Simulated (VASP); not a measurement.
# Ta2N: single point with LDA

Crystal: Ta2N.

```xyz
3
Lattice="2.9544 0.0000 0.0000 -1.4772 2.5586 0.0000 0.0000 0.0000 5.0047" Properties=species:S:1:pos:R:3 pbc="T T T"
Ta    1.4772    0.8529    3.7369
Ta    0.0000    1.7057    1.2677
N     0.0000    0.0000    0.0000
```

- Program: VASP 6.6.1
- Task: single point
- Functional: LDA
- Potentials or basis: VASP PAW LDA potentials, release 64 (Ta_sv_GW, N)
- Cutoff: 700 eV
- k mesh: 18 × 18 × 10
- Occupations: gaussian, width 0.15 eV
- Spin: no spin polarisation

```
Pressure               : 10.8 GPa
Largest force          : 0.908 eV/Å
Band gap on the k mesh : zero (an odd number of electrons rules out a gap without spin polarisation)
```

Forces on the atoms (eV/Å):
```
Ta   0.000  0.000 -0.908
Ta   0.000  0.000  0.908
N    0.000  0.000  0.000
```

Stress tensor (GPa, compression positive):
```
16.91  0.00  0.00
 0.00 16.91  0.00
 0.00  0.00 -1.30
```

Levels at points of the mesh, in eV from the Fermi level:
```tsv
k point	band 12	band 13	band 14	band 15	band 16	band 17	band 18	band 19	band 20	band 21
(0.00, 0.00, 0.00)	-6.01	-4.85	-1.43	-0.23	-0.23	0.29	0.96	0.96	1.38	1.38
(0.50, 0.00, 0.00)	-6.43	-4.90	-2.32	-0.99	0.99	2.87	4.23	4.58	4.62	5.25
(0.00, 0.00, 0.50)	-6.15	-3.46	-2.85	-0.86	-0.86	1.53	2.53	2.53	2.55	2.55
(0.50, 0.00, 0.50)	-6.18	-3.79	-1.86	-1.83	-0.48	1.21	4.35	4.57	4.76	5.05
```

It took 3.1 min on 1 thread of Intel(R) Xeon(R) 6975P-C (Granite Rapids), with other jobs on the host, peak memory 0.5 GiB.

Caveat: the stress differs along the axes, from -1 to 17 GPa; spin-orbit coupling is left out, which moves the levels of the heavy elements.
